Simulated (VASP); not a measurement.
Here is a VASP 6.6.1 calculation.

The input INCAR:

```
SYSTEM = Mo3As
  ALGO = Fast
  EDIFF = 1E-6
  ENCUT = 520
  GGA = PE
  ISIF = 2
  ISMEAR = 0
  LASPH = .TRUE.
  LCHARG = .TRUE.
  LELF = .TRUE.
  LREAL = .FALSE.
  LVHAR = .TRUE.
  LWAVE = .FALSE.
  NBANDS = 57
  NELM = 60
  PREC = Accurate
  SIGMA = 0.1
```

The input KPOINTS:

```
k-points
0
G
  12 12 8
  0 0 0
```

The input POSCAR:

```
Mo3As
1.0
    5.4545618924      0.0000000000      0.0000000000
   -2.7272809462      4.7237891653      0.0000000000
    0.0000000000      0.0000000000      4.7763173203
Mo As
6 2
Direct
    0.8331287164      0.6662574328      0.2500000000
    0.1668712836      0.8331287164      0.7500000000
    0.6662574328      0.8331287164      0.7500000000
    0.3337425672      0.1668712836      0.2500000000
    0.8331287164      0.1668712836      0.2500000000
    0.1668712836      0.3337425672      0.7500000000
    0.3333333333      0.6666666667      0.2500000000
    0.6666666667      0.3333333333      0.7500000000
```

Potentials or basis: VASP PAW PBE potentials, release 64 (Mo_sv, As).

Launch:

```sh
$ cat potpaw_PBE.64/Mo_sv/POTCAR potpaw_PBE.64/As/POTCAR > POTCAR
$ mpirun -np 1 vasp_std > vasp.out
```

(1) Estimate the band gap on the k mesh.

(2) What does it give for the largest force?

(3) What does it give for the pressure?

Answers

(1) zero (bands 47 and 48 overlap by 1.11 eV).

(2) 0.003 eV/Å.

(3) 0.5 GPa.
